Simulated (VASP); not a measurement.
# Re (P6/mmm) in VASP: further runs, part 2 of 2

VASP 6.6.1.

## 5. Relaxation of shape and atoms at fixed volume, PBE

This run uses another cell than the first one, of 15.52 Å³/atom.

Contents of INCAR:

```
SYSTEM = Re
PREC = Accurate
ENCUT = 600
EDIFF = 1E-6
ISMEAR = -1
SIGMA = 0.08
LREAL = .False.
LASPH = .True.
NELM = 100
ALGO = Normal
ISIF = 4
LWAVE = .False.
LCHARG = .False.
GGA = PE
IBRION = 2
NSW = 50
EDIFFG = -0.005
```

Contents of KPOINTS:

```
regular mesh
0
Gamma
  16 16 15
  0 0 0
```

Contents of POSCAR:

```
Re
1.0
    2.7172937348      0.0000000000      0.0000000000
   -1.3586468674      2.3532454039      0.0000000000
    0.0000000000      0.0000000000      2.4275032774
Re
1
Direct
    0.0000000000      0.0000000000      0.0000000000
```

Potentials or basis: VASP PAW PBE potentials, release 64 (Re).

Run with:

```sh
cat potpaw_PBE.64/Re/POTCAR > POTCAR
mpirun -np 1 vasp_std > vasp.out
```

OUTCAR:

```text
SYSTEM = Re
   PREC = Accurate
   ENCUT = 600
   EDIFF = 1E-6
   ISMEAR = -1
   LREAL = .False.
   LASPH = .True.
   NELM = 100
   ISIF = 4
   GGA = PE
   IBRION = 2
   NSW = 50
   EDIFFG = -0.005

 ion  position               nearest neighbor table
   1  0.000  0.000  0.000-

  LATTYP: Found a hexagonal cell.
 ALAT       =     2.7172937348
 C/A-ratio  =     0.8933532825

  Lattice vectors:

 A1 = (   2.7172937348,   0.0000000000,   0.0000000000)
 A2 = (  -1.3586468674,   2.3532454039,   0.0000000000)
 A3 = (   0.0000000000,   0.0000000000,   2.4275032774)

Analysis of symmetry for initial positions (statically):
=====================================================================
 Subroutine PRICEL returns:
 Original cell was already a primitive cell.

 Routine SETGRP: Setting up the symmetry group for a
 hexagonal supercell.

 Subroutine GETGRP returns: Found 24 space group operations
 (whereof 24 operations were pure point group operations)
 out of a pool of 24 trial point group operations.

The static configuration has the point symmetry D_6h.

Analysis of symmetry for dynamics (positions and initial velocities):
=====================================================================
 Subroutine PRICEL returns:
[... 165 lines left out ...]
  in kB      161.1909292    161.1909292    143.4639850      0.0000000      0.0000000      0.0000000
  external PRESSURE =     155.2819478 kB  Pullay stress =       0.0000000 kB
[... 57 lines left out ...]
--------------------------------------- Ionic step        3  -------------------------------------------

 number of electron       7.0000000 magnetization

 Free energy of the ion-electron system (eV)
  ---------------------------------------------------
  ext. energy  EPLUGINS =         0.00000000
  ---------------------------------------------------
  free energy    TOTEN  =       -11.36595811 eV

  energy without entropy =      -11.33949269  energy(sigma->0) =      -11.35272540

 E-fermi :   7.7889     XC(G=0): -13.3302

 val. band max:        7.7872131029   @ k =   0.3750   0.2500   0.2667
 cond. band min:       7.7904288324   @ k =   0.2500   0.2500   0.2667
 fundamental gap:      0.0032157294
 Fermi energy:         7.7888661963

 k-point     1 :       0.0000    0.0000    0.0000
  band No.  band energies     occupation
      1      -2.1322      2.00000
      2       1.7904      2.00000
      3       5.7769      2.00000
      4       5.7769      2.00000
      5      12.0169      0.00000
      6      12.0169      0.00000
      7      21.1251      0.00000
[... 221 lines left out ...]
 k-point    24 :       0.2500    0.1875    0.0000
  band No.  band energies     occupation
      1       1.6008      2.00000
      2       3.2097      2.00000
      3       4.1546      2.00000
      4       9.3904      0.00000
      5      10.9186      0.00000
      6      11.3107      0.00000
      7      17.6743      0.00000

 [... further k-points ...]

------------------------ aborting loop because EDIFF is reached ----------------------------------------

  FORCE on cell =-STRESS in cart. coord.  units (eV):
  Direction    XX          YY          ZZ          XY          YZ          ZX
  --------------------------------------------------------------------------------------
  -------------------------------------------------------------------------------------
  Total        1.5014910      1.5014910      1.5017709      0.0000000      0.0000000      0.0000000
  in kB      154.9778672    154.9778672    155.0067568      0.0000000      0.0000000      0.0000000
  external PRESSURE =     154.9874971 kB  Pullay stress =       0.0000000 kB
[... 16 lines left out ...]
  FREE ENERGIE OF THE ION-ELECTRON SYSTEM (eV)
  ---------------------------------------------------
  free  energy   TOTEN  =       -11.3659581079 eV

  energy  without entropy=      -11.3394926862  energy(sigma->0) =      -11.35272540

 reached required accuracy - stopping structural energy minimisation
```

OSZICAR:

```text
N       E                     dE             d eps       ncg     rms          rms(c)
DAV:   1     0.616182736068E+01    0.61618E+01   -0.37218E+03  5418   0.121E+03
DAV:   2    -0.110136315503E+02   -0.17175E+02   -0.16288E+02  3563   0.112E+02
DAV:   3    -0.118407560304E+02   -0.82712E+00   -0.80263E+00  5929   0.290E+01
[... 16 lines left out ...]
       N       E                     dE             d eps       ncg     rms          rms(c)
DAV:   1    -0.113672748887E+02   -0.20636E-02   -0.75543E-02  5089   0.101E+01    0.215E-01
DAV:   2    -0.113661078809E+02    0.11670E-02   -0.15027E-03  5208   0.556E-01    0.945E-02
DAV:   3    -0.113659589769E+02    0.14890E-03   -0.39036E-04  5243   0.260E-01    0.345E-02
DAV:   4    -0.113659581079E+02    0.86903E-06   -0.53453E-06  4256   0.497E-02
   3 F= -.11365958E+02 E0= -.11352725E+02  d E =-.143826E-03
```

It took 52 s on 1 thread of Intel Xeon 8259CL, shared host; peak memory 0.17 GiB.

Results:

- Free energy: -11.3660 eV
- Energy gained by relaxing: 0.1 meV/atom
- Ionic steps: 3
- Pressure after relaxing: 15.5 GPa
- Band gap on the k mesh: zero (an odd number of electrons rules out a gap without spin polarisation)

The path:
| step | energy change (eV) | largest force (eV/Å) | pressure (GPa) | volume (Å³) |
| --- | --- | --- | --- | --- |
| 1 | 0.0000 | 0.0000 | 15.53 | 15.52 |
| 2 | 0.0006 | 0.0000 | 15.61 | 15.52 |
| 3 | -0.0001 | 0.0000 | 15.50 | 15.52 |

Final structure:
```xyz
1
Lattice="2.7196 0.0000 0.0000 -1.3598 2.3552 0.0000 0.0000 0.0000 2.4234" Properties=species:S:1:pos:R:3 pbc="T T T"
Re    0.0000    0.0000    0.0000
```

Caveat: spin-orbit coupling is left out, which moves the levels of the heavy elements.

## 6. Summary

```tsv
task	cell	cutoff (eV)	gap on the mesh (eV)	pressure (GPa)
single point	a = 2.505, b = 2.505, c = 2.254 Å, angles 90.0, 90.0, 120.0°, 1 atom	520	none	149.4
relaxation of shape and atoms at fixed volume	relaxed from a = 2.511, b = 2.511, c = 2.244 Å, angles 90.0, 90.0, 120.0°, 1 atom	600	none	149.2
relaxation of shape and atoms at fixed volume	relaxed from a = 2.618, b = 2.618, c = 2.339 Å, angles 90.0, 90.0, 120.0°, 1 atom	600	none	64.4
relaxation of shape and atoms at fixed volume	relaxed from a = 2.717, b = 2.717, c = 2.428 Å, angles 90.0, 90.0, 120.0°, 1 atom	600	none	15.5
```

Alike in all rows: level PBE; potentials or basis VASP PAW PBE potentials, release 64 (Re); no spin polarisation; k mesh 16 × 16 × 15; smearing fermi-dirac 0.08 eV.

Caveats: spin-orbit coupling is left out, which moves the levels of the heavy elements; the stress differs along the axes, from 140 to 154 GPa (at least some runs).

Total energies depend on the potentials used, so only differences within one code and one set of settings carry meaning.

The gap in the log of VASP goes by the Fermi energy; the results here count the filled bands.